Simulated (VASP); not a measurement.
A run of VASP 6.6.1 is set up as follows.

File INCAR:

```
PREC = Accurate
ENCUT = 520
EDIFF = 1E-7
ISMEAR = 0
SIGMA = 0.05
LREAL = False
LASPH = True
NELM = 60
ALGO = Fast
ISIF = 2
LWAVE = False
LCHARG = True
GGA = PE
LELF = True
LVHAR = True
NBANDS = 16
```

KPOINTS

```
Automatic mesh
0
Gamma
  10 10 10
```

POSCAR

```
SrOs
1.0
    3.5517076401      0.0000000000      0.0000000000
    0.0000000000      3.5517076401      0.0000000000
    0.0000000000      0.0000000000      3.5517076401
Sr Os
1 1
Direct
    0.0000000000      0.0000000000      0.0000000000
    0.5000000000      0.5000000000      0.5000000000
```

Potentials or basis: VASP PAW PBE potentials, release 64 (Sr_sv, Os).

Run with:

```bash
$ cat potpaw_PBE.64/Sr_sv/POTCAR potpaw_PBE.64/Os/POTCAR > POTCAR
$ mpirun -np 1 vasp_std > vasp.out
```

Problem. Predict the band gap on the k mesh.

Solution. Zero (bands 9 and 10 overlap by 1.70 eV).

Problem. Predict the pressure.

Solution. 3.2 GPa.

Caveat: the cell stands under pressure; spin-orbit coupling is left out, which moves the levels of the heavy elements.
